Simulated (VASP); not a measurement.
# WAu (F-43m) in VASP: a series of runs, part 2 of 2

VASP 6.6.1.

### Step 3. Single point, PBE

Contents of INCAR:

```
SYSTEM = WAu
PREC = Accurate
ENCUT = 520
EDIFF = 1E-6
ISMEAR = 0
SIGMA = 0.017
LREAL = .FALSE.
LASPH = .TRUE.
NELM = 60
ALGO = Normal
ISIF = 2
LWAVE = .FALSE.
LCHARG = .FALSE.
GGA = PE
NBANDS = 20
```

Contents of KPOINTS:

```
Automatic mesh
0
G
  8 8 8
  0 0 0
```

Contents of POSCAR:

```
WAu
1.0
    0.0000000000      2.7479792600      2.7479792600
    2.7479792600      0.0000000000      2.7479792600
    2.7479792600      2.7479792600      0.0000000000
W Au
1 1
Direct
    0.0000000000      0.0000000000      0.0000000000
    0.7500000000      0.7500000000      0.7500000000
```

Potentials or basis: VASP PAW PBE potentials, release 64 (W_sv, Au).

Launch:

```bash
cat potpaw_PBE.64/W_sv/POTCAR potpaw_PBE.64/Au/POTCAR > POTCAR
mpirun -np 1 vasp_std > vasp.out
```

OUTCAR:

```text
SYSTEM = WAu
   PREC = Accurate
   ENCUT = 520
   EDIFF = 1E-6
   ISMEAR = 0
   LREAL = .FALSE.
   LASPH = .TRUE.
   NELM = 60
   ISIF = 2
   GGA = PE

 ion  position               nearest neighbor table
   1  0.000  0.000  0.000-   2 2.38   2 2.38   2 2.38   2 2.38
   2  0.750  0.750  0.750-   1 2.38   1 2.38   1 2.38   1 2.38

  LATTYP: Found a face centered cubic cell.
 ALAT       =     5.4959585200

  Lattice vectors:

 A1 = (   0.0000000000,   2.7479792600,   2.7479792600)
 A2 = (   2.7479792600,   0.0000000000,   2.7479792600)
 A3 = (   2.7479792600,   2.7479792600,   0.0000000000)

Analysis of symmetry for initial positions (statically):
=====================================================================
 Subroutine PRICEL returns:
 Original cell was already a primitive cell.

 Routine SETGRP: Setting up the symmetry group for a
 face centered cubic supercell.

 Subroutine GETGRP returns: Found 24 space group operations
 (whereof 24 operations were pure point group operations)
 out of a pool of 48 trial point group operations.

The static configuration has the point symmetry T_d .

Analysis of symmetry for dynamics (positions and initial velocities):
=====================================================================
 Subroutine PRICEL returns:
 Original cell was already a primitive cell.

 Routine SETGRP: Setting up the symmetry group for a
 face centered cubic supercell.

 Subroutine GETGRP returns: Found 24 space group operations
 (whereof 24 operations were pure point group operations)
 out of a pool of 48 trial point group operations.

The dynamic configuration has the point symmetry T_d .

 Subroutine INISYM returns: Found 24 space group operations
 (whereof 24 operations are pure point group operations),
 and found     1 'primitive' translations

----------------------------------------------------------------------------------------

                                     Primitive cell

  volume of cell :      41.5021

  direct lattice vectors                    reciprocal lattice vectors
     0.000000000  2.747979260  2.747979260    -0.181951883  0.181951883  0.181951883
     2.747979260  0.000000000  2.747979260     0.181951883 -0.181951883  0.181951883
     2.747979260  2.747979260  0.000000000     0.181951883  0.181951883 -0.181951883

  length of vectors
     3.886229539  3.886229539  3.886229539     0.315149905  0.315149905  0.315149905

  position of ions in fractional coordinates (direct lattice)
     0.000000000  0.000000000  0.000000000
     0.750000000  0.750000000  0.750000000

  ion indices of the primitive-cell ions
   primitive index   ion index
                 1           1
                 2           2

----------------------------------------------------------------------------------------

 KPOINTS: Automatic mesh

Automatic generation of k-mesh.
 Grid dimensions read from file:
 generate k-points for:    8    8    8

 Generating k-lattice:

  Cartesian coordinates                     Fractional coordinates (reciprocal lattice)
    -0.022743985  0.022743985  0.022743985     0.125000000  0.000000000  0.000000000
     0.022743985 -0.022743985  0.022743985     0.000000000  0.125000000  0.000000000
     0.022743985  0.022743985 -0.022743985     0.000000000  0.000000000  0.125000000

  Length of vectors
     0.039393738  0.039393738  0.039393738

  Shift w.r.t. Gamma in fractional coordinates (k-lattice)
     0.000000000  0.000000000  0.000000000

 Subroutine IBZKPT returns following result:
 ===========================================

 Found     29 irreducible k-points:

 Following reciprocal coordinates:
            Coordinates               Weight
  0.000000  0.000000  0.000000      1.000000
  0.125000  0.000000  0.000000      8.000000
  0.250000  0.000000  0.000000      8.000000
  0.375000  0.000000  0.000000      8.000000
  0.500000  0.000000  0.000000      4.000000
  0.125000  0.125000  0.000000      6.000000
[... 16 lines left out ...]
  0.500000  0.250000  0.125000     48.000000
 -0.375000  0.250000  0.125000     24.000000
 [... further k-points ...]
   k-points           NKPTS =     29   k-points in BZ     NKDIM =     29   number of bands    NBANDS=     20
   number of dos      NEDOS =    301   number of ions     NIONS =      2
   total plane-waves  NPLWV =  27000
   dimension x,y,z NGX =    30 NGY =   30 NGZ =   30
   dimension x,y,z NGXF=    60 NGYF=   60 NGZF=   60
   ions per type =               1   1
   NGX,Y,Z   is equivalent  to a cutoff of  12.83, 12.83, 12.83 a.u.
   NGXF,Y,Z  is equivalent  to a cutoff of  25.67, 25.67, 25.67 a.u.
 SYSTEM =  WAu
   PREC   = accura    normal or accurate (medium, high low for compatibility)
   ISTART =      0    job   : 0-new  1-cont  2-samecut
   ICHARG =      2    charge: 1-file 2-atom 10-const
   ISPIN  =      1    spin polarized calculation?
   LNONCOLLINEAR =      F non collinear calculations
   LSORBIT =      F    spin-orbit coupling
   LASPH  =      T    aspherical Exc in radial PAW
   ENCUT  =  520.0 eV  38.22 Ry    6.18 a.u.   7.23  7.23  7.23*2*pi/ulx,y,z
   NELM   =     60;   NELMIN=  2; NELMDL= -5     # of ELM steps
   EDIFF  = 0.1E-05   stopping-criterion for ELM
   LREAL  =      F    real-space projection
   EDIFFG = 0.1E-04   stopping-criterion for IOM
   NSW    =      0    number of steps for IOM
   IBRION =     -1    ionic relax: 0-MD 1-quasi-New 2-CG
   NFREE  =      0    steps in history (QN), initial steepest desc. (CG)
   ISIF   =      2    stress and relaxation
   ISYM   =      2    0-nonsym 1-usesym 2-fastsym
   POTIM  = 0.5000    time-step for ionic-motion
   TEBEG  =    0.0;   TEEND  =   0.0 temperature during run
   PSTRESS=    0.0 pullay stress
   NELECT =      25.0000    total number of electrons
   NUPDOWN=      -1.0000    fix difference up-down
   EMIN   =  10.00;   EMAX   =-10.00  energy-range for DOS
   EFERMI =   0.00;   METHOD = LEGACY
   ISMEAR =     0;   SIGMA  =   0.02  broadening in eV -4-tet -1-fermi 0-gaus
   EFERMI_NEDOS =   21; number of points for ismear=-14 and -15
   IALGO  =     38    algorithm
   IMIX   =      4    mixing-type and parameters
     AMIX     =   0.40;   BMIX     =  1.00
     AMIX_MAG =   1.60;   BMIX_MAG =  1.00
  volume/ion in A,a.u.               =      20.75       140.04
  Fermi-wavevector in a.u.,A,eV,Ry     =   1.382605  2.612744 26.008842  1.911596
  Thomas-Fermi vector in A             =   2.507280
   LORBIT       =      0    0 simple, 1 ext, 2 COOP (PROOUT), +10 PAW based schemes
   GGA     = PE    functional components
   LHFCALC =     F    Hartree Fock is set to
   AEXX    =    0.0000 exact exchange contribution
   IVDW    =     0    specifies the selected vdW correction
   LEPSILON=     F    determine dielectric tensor
   LRPA    =     F    only Hartree local field effects (RPA)
 non-spin polarized calculation
 Gauss-broadening in eV      SIGMA  =   0.02
  energy-cutoff  :      520.00
  volume of cell :       41.50
 maximum number of plane-waves:      1139
 NGX is ok and might be reduce to    30
   NGX = 15   NGY = 15   NGZ = 15

 number of electron      25.0000000 magnetization

 Free energy of the ion-electron system (eV)
  ---------------------------------------------------
  ext. energy  EPLUGINS =         0.00000000
  ---------------------------------------------------
  free energy    TOTEN  =       -11.63497775 eV

  energy without entropy =      -11.63450830  energy(sigma->0) =      -11.63474302

 E-fermi :   7.5663     XC(G=0): -11.5417

 val. band max:        7.5411702722   @ k =   0.5000   0.2500   0.0000
 cond. band min:       7.5708268126   @ k =  -0.3750   0.2500   0.1250
 fundamental gap:      0.0296565403
 Fermi energy:         7.5662547866

 k-point     1 :       0.0000    0.0000    0.0000
  band No.  band energies     occupation
      1     -66.4358      2.00000
      2     -30.7429      2.00000
      3     -30.7429      2.00000
      4     -30.7429      2.00000
      5      -0.8949      2.00000
      6       0.9332      2.00000
[... 12 lines left out ...]
     19      19.3830      0.00000
     20      19.4534      0.00000
[... 507 lines left out ...]
 k-point    24 :      -0.3750    0.2500    0.1250
  band No.  band energies     occupation
      1     -66.4322      2.00000
      2     -30.7669      2.00000
      3     -30.7451      2.00000
      4     -30.7377      2.00000
      5       0.4747      2.00000
      6       0.6815      2.00000
[... 12 lines left out ...]
     19      18.1649      0.00000
     20      22.0256      0.00000

 [... further k-points ...]

------------------------ aborting loop because EDIFF is reached ----------------------------------------

  FORCE on cell =-STRESS in cart. coord.  units (eV):
  Direction    XX          YY          ZZ          XY          YZ          ZX
  --------------------------------------------------------------------------------------
  -------------------------------------------------------------------------------------
  Total        8.5667040      8.5667040      8.5667040      0.0000000      0.0000000      0.0000000
  in kB      330.7150767    330.7150767    330.7150767      0.0000000      0.0000000      0.0000000
  external PRESSURE =     330.7150767 kB  Pullay stress =       0.0000000 kB

 VOLUME and BASIS-vectors are now :
 -----------------------------------------------------------------------------
  energy-cutoff  :      520.00
  volume of cell :       41.50
      direct lattice vectors                 reciprocal lattice vectors
     0.000000000  2.747979260  2.747979260    -0.181951883  0.181951883  0.181951883
     2.747979260  0.000000000  2.747979260     0.181951883 -0.181951883  0.181951883
     2.747979260  2.747979260  0.000000000     0.181951883  0.181951883 -0.181951883

 POSITION                                       TOTAL-FORCE (eV/Angst)
 -----------------------------------------------------------------------------------
      0.00000      0.00000      0.00000        -0.000000     -0.000000     -0.000000
      4.12197      4.12197      4.12197         0.000000      0.000000      0.000000
 -----------------------------------------------------------------------------------
    total drift:                                0.000001      0.000001      0.000001

  FREE ENERGIE OF THE ION-ELECTRON SYSTEM (eV)
  ---------------------------------------------------
  free  energy   TOTEN  =       -11.6349777457 eV

  energy  without entropy=      -11.6345083033  energy(sigma->0) =      -11.63474302
```

stdout:

```text
POSCAR found type information on POSCAR W Au
 POSCAR found :  2 types and       2 ions
 scaLAPACK will be used
 LDA part: xc-table for (Slater+PW92), standard interpolation
 POSCAR, INCAR and KPOINTS ok, starting setup
 FFT: planning ... GRIDC
 FFT: planning ... GRID_SOFT
 FFT: planning ... GRID
 WAVECAR not read
 entering main loop
```

Wall time 39 s (1 thread of Intel Xeon 8259CL, shared host); peak memory 0.18 GiB.

What came out:

```
Free energy : -11.6350 eV
Pressure    : 33.1 GPa
```

Levels at points of the mesh, in eV from the Fermi level:
| k point | band 9 | band 10 | band 11 | band 12 | band 13 | band 14 | band 15 | band 16 | band 17 | band 18 |
| --- | --- | --- | --- | --- | --- | --- | --- | --- | --- | --- |
| (0.00, 0.00, 0.00) | -6.29 | -6.29 | -0.82 | -0.82 | -0.82 | 2.17 | 2.17 | 9.24 | 11.82 | 11.82 |
| (0.50, 0.00, 0.00) | -6.37 | -5.55 | -2.17 | -0.18 | -0.18 | 1.86 | 1.86 | 2.65 | 8.89 | 9.12 |
| (0.50, 0.50, 0.00) | -5.66 | -4.19 | -3.16 | 0.42 | 1.51 | 2.02 | 2.02 | 3.71 | 3.77 | 3.77 |

Caveat: spin-orbit coupling is left out, which moves the levels of the heavy elements.
